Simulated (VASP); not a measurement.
A run of VASP 6.6.1:

INCAR

```
PREC     = Accurate       # precision mode
ENCUT    = 520            # plane-wave cutoff, eV
EDIFF    = 1E-7           # SCF threshold, eV
ISMEAR   = 0              # smearing method
SIGMA    = 0.1            # smearing width, eV
LREAL    = F              # projectors in reciprocal space
LASPH    = T              # aspherical terms in the spheres
NELM     = 150            # most SCF steps
ALGO     = Normal         # electronic algorithm
ISIF     = 2              # what is computed and relaxed
LWAVE    = F              # write WAVECAR
LCHARG   = T              # write CHGCAR
ISPIN    = 2              # spin polarisation
MAGMOM   = 2 -2 0 0       # initial moments
LORBIT   = 11             # projections on sites
LMAXMIX  = 4              # l up to which the mixer works
GGA      = PE             # functional
LELF     = T              # ELF
LVHAR    = T            
NBANDS   = 25             # bands
```

KPOINTS

```
regular mesh
0
Gamma
  14 14 7
```

The input POSCAR:

```
ReS
1.0
    0.0000000000      2.9757433957      2.9757433957
    2.9757433957      0.0000000000      2.9757433957
    3.9675002673      3.9675002673      1.9839865242
Re S
2 2
Direct
    0.0000000000      0.0000000000      0.0000000000
    0.0000000000      0.0000000000      0.5000000000
    0.5000000000      0.5000000000      0.2500000000
    0.5000000000      0.5000000000      0.7500000000
```

Potentials or basis: VASP PAW PBE potentials, release 64 (Re, S).

The run is started by

```console
$ cat potpaw_PBE.64/Re/POTCAR potpaw_PBE.64/S/POTCAR > POTCAR
$ mpirun -np 1 vasp_std > vasp.out
```

Hardware: 1 thread of Intel Xeon 8259CL, with other jobs on the host.

Problem. Estimate the wall time of this run.

Solution. Wall time 17 min on 1 thread of Intel Xeon 8259CL, with other jobs on the host, peak memory 0.44 GiB. Counts: scf iterations 17, k points 144.
